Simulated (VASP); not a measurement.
# Ta2AlC2N (Cmmm) in VASP: single point with PBE

Aim: the single point of Ta2AlC2N with PBE.

Program: VASP 6.6.1. These are calculated values, not measurements. Logs are shortened: lines on timing, memory, paths and dates and some standing lists are left out, and cuts for length are marked.

## (1) The cell of the first run

Symmetry: Cmmm, No. 65, orthorhombic system. Conventional cell: a = 6.166 Å, b = 7.106 Å, c = 3.202 Å, α = 90.00°, β = 90.00°, γ = 90.00°. Ta (site symmetry 2/m) has 4 C at 2.23 Å and 2 N at 2.35 Å and 4 Al at 2.85 Å within 2.9 Å. Al (site symmetry mmm) has 2 C at 1.95 Å within 2.6 Å. C (site symmetry m2m) has 1 Al at 1.95 Å and 4 Ta at 2.23 Å and 2 N at 2.27 Å within 2.6 Å. Within 3.0 Å of N (site symmetry mmm) lie 4 C at 2.27 Å and 4 Ta at 2.35 Å.

The cell was generated, and may not be a known phase.

## (2) Single point, PBE

Contents of INCAR:

```
PREC = Accurate ; ENCUT = 700
EDIFF = 1E-6 ; ISMEAR = 0
SIGMA = 0.1 ; LREAL = False
LASPH = True ; NELM = 120
ALGO = Normal ; ISIF = 2
LWAVE = False ; LCHARG = True
GGA = PE ; LELF = True
LVHAR = True ; NBANDS = 30
GGA_COMPAT = False
```

Contents of KPOINTS:

```
regular mesh
0
Gamma
  8 8 12
```

Contents of POSCAR:

```
Ta2AlC2N
1.0
    3.0831967025     -3.5529602054      0.0000000000
    3.0831967025      3.5529602054      0.0000000000
    0.0000000000      0.0000000000      3.2018740530
Ta Al C N
2 1 2 1
Direct
    0.0000000000      0.5000000000      0.5000000000
    0.5000000000      0.0000000000      0.5000000000
    0.5000000000      0.5000000000      0.0000000000
    0.2258681189      0.7741318811      0.0000000000
    0.7741318811      0.2258681189      0.0000000000
    0.0000000000      0.0000000000      0.5000000000
```

Potentials or basis: VASP PAW PBE potentials, release 64 (Ta_sv_GW, Al, C, N).

On the command line:

```bash
> cat potpaw_PBE.64/Ta_sv_GW/POTCAR potpaw_PBE.64/Al/POTCAR potpaw_PBE.64/C/POTCAR potpaw_PBE.64/N/POTCAR > POTCAR
> mpirun -np 1 vasp_std > vasp.out
```

OUTCAR:

```text
PREC = Accurate
   ENCUT = 700
   EDIFF = 1E-6
   ISMEAR = 0
   LREAL = False
   LASPH = True
   NELM = 120
   ISIF = 2
   GGA = PE

 ion  position               nearest neighbor table
   1  0.000  0.500  0.500-   4 2.23   5 2.23   4 2.23   5 2.23   6 2.35   6 2.35   3 2.85   3 2.85
                             3 2.85   3 2.85   2 3.08   2 3.08
   2  0.500  0.000  0.500-   4 2.23   5 2.23   4 2.23   5 2.23   6 2.35   6 2.35   3 2.85   3 2.85
                             3 2.85   3 2.85   1 3.08   1 3.08
   3  0.500  0.500  0.000-   4 1.95   5 1.95   1 2.85   2 2.85   1 2.85   2 2.85   2 2.85   2 2.85
                             1 2.85   1 2.85
   4  0.226  0.774  0.000-   3 1.95   2 2.23   1 2.23   1 2.23   2 2.23
   5  0.774  0.226  0.000-   3 1.95   2 2.23   1 2.23   1 2.23   2 2.23
   6  0.000  0.000  0.500-   1 2.35   2 2.35   1 2.35   2 2.35

  LATTYP: Found a base centered orthorhombic cell.
 ALAT       =     6.1663934050
 B/A-ratio  =     1.1523624823
 C/A-ratio  =     0.5192458286

  Lattice vectors:

 A1 = (   3.0831967025,  -3.5529602054,   0.0000000000)
 A2 = (   3.0831967025,   3.5529602054,   0.0000000000)
 A3 = (   0.0000000000,   0.0000000000,   3.2018740530)

Analysis of symmetry for initial positions (statically):
=====================================================================
 Subroutine PRICEL returns:
 Original cell was already a primitive cell.

 Routine SETGRP: Setting up the symmetry group for a
 base centered orthorhombic supercell.

 Subroutine GETGRP returns: Found  8 space group operations
 (whereof  8 operations were pure point group operations)
 out of a pool of  8 trial point group operations.

The static configuration has the point symmetry D_2h.

Analysis of symmetry for dynamics (positions and initial velocities):
=====================================================================
 Subroutine PRICEL returns:
 Original cell was already a primitive cell.

 Routine SETGRP: Setting up the symmetry group for a
 base centered orthorhombic supercell.

 Subroutine GETGRP returns: Found  8 space group operations
 (whereof  8 operations were pure point group operations)
 out of a pool of  8 trial point group operations.

The dynamic configuration has the point symmetry D_2h.

 Subroutine INISYM returns: Found  8 space group operations
 (whereof  8 operations are pure point group operations),
 and found     1 'primitive' translations

----------------------------------------------------------------------------------------

                                     Primitive cell

  volume of cell :      70.1497

  direct lattice vectors                    reciprocal lattice vectors
     3.083196702 -3.552960205  0.000000000     0.162169348 -0.140727723  0.000000000
     3.083196702  3.552960205  0.000000000     0.162169348  0.140727723  0.000000000
     0.000000000  0.000000000  3.201874053     0.000000000  0.000000000  0.312317094

  length of vectors
     4.704213869  4.704213869  3.201874053     0.214716533  0.214716533  0.312317094

  position of ions in fractional coordinates (direct lattice)
     1.000000000  0.500000000  0.500000000
     0.500000000  1.000000000  0.500000000
     0.500000000  0.500000000  0.000000000
     0.225868119  0.774131881  0.000000000
     0.774131881  0.225868119  0.000000000
     0.000000000  0.000000000  0.500000000

  ion indices of the primitive-cell ions
   primitive index   ion index
                 1           1
                 2           2
                 3           3
                 4           4
                 5           5
                 6           6

----------------------------------------------------------------------------------------

 KPOINTS: regular mesh

Automatic generation of k-mesh.
 Grid dimensions read from file:
 generate k-points for:    8    8   12

 Generating k-lattice:

  Cartesian coordinates                     Fractional coordinates (reciprocal lattice)
     0.020271169 -0.017590965  0.000000000     0.125000000 -0.000000000  0.000000000
     0.020271169  0.017590965  0.000000000    -0.000000000  0.125000000  0.000000000
     0.000000000  0.000000000  0.026026425     0.000000000  0.000000000  0.083333333

  Length of vectors
     0.026839567  0.026839567  0.026026425

  Shift w.r.t. Gamma in fractional coordinates (k-lattice)
     0.000000000  0.000000000  0.000000000

 Subroutine IBZKPT returns following result:
 ===========================================

 Found    147 irreducible k-points:

 Following reciprocal coordinates:
            Coordinates               Weight
  0.000000  0.000000  0.000000      1.000000
  0.125000  0.000000  0.000000      4.000000
  0.250000  0.000000  0.000000      4.000000
  0.375000 -0.000000  0.000000      4.000000
  0.500000  0.000000  0.000000      2.000000
  0.125000  0.125000  0.000000      2.000000
[... 16 lines left out ...]
  0.125000  0.000000  0.083333      8.000000
  0.250000  0.000000  0.083333      8.000000
 [... further k-points ...]
   k-points           NKPTS =    147   k-points in BZ     NKDIM =    147   number of bands    NBANDS=     30
   number of dos      NEDOS =    301   number of ions     NIONS =      6
   total plane-waves  NPLWV =  49392
   dimension x,y,z NGX =    42 NGY =   42 NGZ =   28
   dimension x,y,z NGXF=    84 NGYF=   84 NGZF=   56
   ions per type =               2   1   2   1
   NGX,Y,Z   is equivalent  to a cutoff of  14.84, 14.84, 14.54 a.u.
   NGXF,Y,Z  is equivalent  to a cutoff of  29.69, 29.69, 29.08 a.u.
 SYSTEM =  unknown system
   PREC   = accura    normal or accurate (medium, high low for compatibility)
   ISTART =      0    job   : 0-new  1-cont  2-samecut
   ICHARG =      2    charge: 1-file 2-atom 10-const
   ISPIN  =      1    spin polarized calculation?
   LNONCOLLINEAR =      F non collinear calculations
   LSORBIT =      F    spin-orbit coupling
   LASPH  =      T    aspherical Exc in radial PAW
   ENCUT  =  700.0 eV  51.45 Ry    7.17 a.u.  10.15 10.15  6.91*2*pi/ulx,y,z
   NELM   =    120;   NELMIN=  2; NELMDL= -5     # of ELM steps
   EDIFF  = 0.1E-05   stopping-criterion for ELM
   LREAL  =      F    real-space projection
   EDIFFG = 0.1E-04   stopping-criterion for IOM
   NSW    =      0    number of steps for IOM
   IBRION =     -1    ionic relax: 0-MD 1-quasi-New 2-CG
   NFREE  =      0    steps in history (QN), initial steepest desc. (CG)
   ISIF   =      2    stress and relaxation
   ISYM   =      2    0-nonsym 1-usesym 2-fastsym
   POTIM  = 0.5000    time-step for ionic-motion
   TEBEG  =    0.0;   TEEND  =   0.0 temperature during run
   PSTRESS=    0.0 pullay stress
   NELECT =      42.0000    total number of electrons
   NUPDOWN=      -1.0000    fix difference up-down
   EMIN   =  10.00;   EMAX   =-10.00  energy-range for DOS
   EFERMI =   0.00;   METHOD = LEGACY
   ISMEAR =     0;   SIGMA  =   0.10  broadening in eV -4-tet -1-fermi 0-gaus
   EFERMI_NEDOS =   21; number of points for ismear=-14 and -15
   IALGO  =     38    algorithm
   IMIX   =      4    mixing-type and parameters
     AMIX     =   0.40;   BMIX     =  1.00
     AMIX_MAG =   1.60;   BMIX_MAG =  1.00
  volume/ion in A,a.u.               =      11.69        78.90
  Fermi-wavevector in a.u.,A,eV,Ry     =   1.379800  2.607443 25.903407  1.903847
  Thomas-Fermi vector in A             =   2.504736
   LORBIT       =      0    0 simple, 1 ext, 2 COOP (PROOUT), +10 PAW based schemes
   GGA     = PE    functional components
   LHFCALC =     F    Hartree Fock is set to
   AEXX    =    0.0000 exact exchange contribution
   IVDW    =     0    specifies the selected vdW correction
   LEPSILON=     F    determine dielectric tensor
   LRPA    =     F    only Hartree local field effects (RPA)
 non-spin polarized calculation
 Gauss-broadening in eV      SIGMA  =   0.10
  energy-cutoff  :      700.00
  volume of cell :       70.15
 maximum number of plane-waves:      2977
 NGX is ok and might be reduce to    42
   NGX = 21   NGY = 21   NGZ = 13

 number of electron      42.0000000 magnetization

 Free energy of the ion-electron system (eV)
  ---------------------------------------------------
  ext. energy  EPLUGINS =         0.00000000
  ---------------------------------------------------
  free energy    TOTEN  =       -56.30714450 eV

  energy without entropy =      -56.29538106  energy(sigma->0) =      -56.30126278

 E-fermi :   9.7502     XC(G=0): -12.4104

 val. band max:        9.7500767374   @ k =  -0.2500   0.2500   0.0000
 cond. band min:       9.7546260672   @ k =   0.5000   0.2500   0.0000
 fundamental gap:      0.0045493298
 Fermi energy:         9.7502022238

 k-point     1 :       0.0000    0.0000    0.0000
  band No.  band energies     occupation
      1     -58.7257      2.00000
      2     -58.7025      2.00000
      3     -25.4750      2.00000
      4     -25.1811      2.00000
      5     -25.1337      2.00000
      6     -25.0593      2.00000
[... 22 lines left out ...]
     29      13.3589      0.00000
     30      13.9954      0.00000

 k-point     2 :       0.1250    0.0000    0.0000
  band No.  band energies     occupation
      1     -58.7248      2.00000
      2     -58.7034      2.00000
      3     -25.4587      2.00000
      4     -25.1800      2.00000
      5     -25.1360      2.00000
      6     -25.0568      2.00000
[... 22 lines left out ...]
     29      13.4626      0.00000
     30      13.9381      0.00000

 k-point     3 :       0.2500    0.0000    0.0000
  band No.  band energies     occupation
      1     -58.7222      2.00000
      2     -58.7059      2.00000
      3     -25.4118      2.00000
      4     -25.1770      2.00000
      5     -25.1422      2.00000
      6     -25.0859      2.00000
[... 682 lines left out ...]
     29      13.5708      0.00000
     30      13.9983      0.00000

 k-point    24 :       0.2500    0.0000    0.0833
  band No.  band energies     occupation
      1     -58.7214      2.00000
      2     -58.7051      2.00000
      3     -25.4082      2.00000
      4     -25.1749      2.00000
      5     -25.1402      2.00000
      6     -25.0834      2.00000
[... 22 lines left out ...]
     29      13.4736      0.00000
     30      14.8485      0.00000

 [... further k-points ...]

------------------------ aborting loop because EDIFF is reached ----------------------------------------

  FORCE on cell =-STRESS in cart. coord.  units (eV):
  Direction    XX          YY          ZZ          XY          YZ          ZX
  --------------------------------------------------------------------------------------
  -------------------------------------------------------------------------------------
  Total       -0.0380908     -0.0948265     -0.0263605     -0.0000000      0.0000000      0.0000000
  in kB       -0.8699710     -2.1657797     -0.6020580     -0.0000000      0.0000000      0.0000000
  external PRESSURE =      -1.2126029 kB  Pullay stress =       0.0000000 kB

 VOLUME and BASIS-vectors are now :
 -----------------------------------------------------------------------------
  energy-cutoff  :      700.00
  volume of cell :       70.15
      direct lattice vectors                 reciprocal lattice vectors
     3.083196702 -3.552960205  0.000000000     0.162169348 -0.140727723  0.000000000
     3.083196702  3.552960205  0.000000000     0.162169348  0.140727723  0.000000000
     0.000000000  0.000000000  3.201874053     0.000000000  0.000000000  0.312317094

 POSITION                                       TOTAL-FORCE (eV/Angst)
 -----------------------------------------------------------------------------------
      1.54160      1.77648      1.60094         0.000000      0.000000      0.000000
      1.54160     -1.77648      1.60094        -0.000000     -0.000000      0.000000
      3.08320      0.00000      0.00000         0.000000      0.000000      0.000000
      3.08320      1.94796      0.00000         0.000000      0.001633     -0.000000
      3.08320     -1.94796      0.00000         0.000000     -0.001633      0.000000
      0.00000      0.00000      1.60094         0.000000      0.000000      0.000000
 -----------------------------------------------------------------------------------
    total drift:                               -0.000000      0.000000      0.000000

  FREE ENERGIE OF THE ION-ELECTRON SYSTEM (eV)
  ---------------------------------------------------
  free  energy   TOTEN  =       -56.3071445014 eV

  energy  without entropy=      -56.2953810595  energy(sigma->0) =      -56.30126278
```

Run time: 19 min. Hardware: 1 thread of AMD EPYC 7R43 (Zen 3), shared host; peak memory 0.54 GiB.

What came out:

| Quantity | Value |
| --- | --- |
| Free energy | -56.3071 eV |
| Pressure | -0.1 GPa |
| Band gap on the k mesh | zero (bands 21 and 22 overlap by 1.15 eV) |

Levels at points of the mesh, in eV from the Fermi level:
```
           k point  band 19  band 20  band 21  band 22  band 23  band 24
(0.00, 0.00, 0.00)    -0.86     0.04     0.73     1.03     1.14     1.69
(0.50, 0.00, 0.00)    -1.32    -1.15    -0.70     0.55     0.87     1.09
(0.50, 0.50, 0.00)    -1.36    -0.94    -0.38     0.86     1.19     2.11
(0.00, 0.00, 0.50)    -2.76    -2.68    -0.07     0.38     2.34     2.57
(0.50, 0.00, 0.50)    -3.46    -0.47    -0.15     0.44     1.50     2.38
(0.50, 0.50, 0.50)    -1.62    -0.31    -0.28    -0.09     0.80     1.51
```

Caveat: spin-orbit coupling is left out, which moves the levels of the heavy elements.
